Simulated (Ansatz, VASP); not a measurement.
# TiO2: VASP beside Ansatz

```
Ti O
1.0
    -4.34890    4.34890    1.88088
     4.34890   -4.34890    1.88088
     4.34890    4.34890   -1.88088
Ti O
4 8
Direct
  0.29114 0.00130 0.29244
  0.00130 0.70886 0.71016
  0.99870 0.29114 0.28984
  0.70886 0.99870 0.70756
  0.49948 0.15119 0.65067
  0.16053 0.84021 0.00074
  0.15119 0.50052 0.65171
  0.15979 0.16053 0.32033
  0.84021 0.83947 0.67967
  0.84881 0.49948 0.34829
  0.83947 0.15979 0.99926
  0.50052 0.84881 0.34933
```

Alike in both runs: task single point; functional r2SCAN; k mesh 8 × 8 × 8; occupations gaussian, width 0.02 eV; no spin polarisation.

|  | VASP | Ansatz |
| --- | --- | --- |
| version | VASP 6.6.1 | Ansatz 0.2.0 |
| potentials or method | VASP PAW PBE potentials, release 64 (Ti_sv, O), cutoff 520 eV | scalar-relativistic, plane waves, PAW |
| valence electrons in the cell | 96 | 96 |

```csv
,VASP,Ansatz,Ansatz less VASP
gap on the k mesh at the Fermi level (eV),2.10,2.09,-0.007
least direct gap on the mesh (eV),2.80,2.79,-0.010
pressure (GPa),1.1,0.0,-1.11
rms of the force components (eV/Å),0.048,0.001,-0.0467
```

VASP's potentials were made for PBE, not for r2SCAN. Atom by atom the forces differ by 0.048 eV/Å (rms over components).
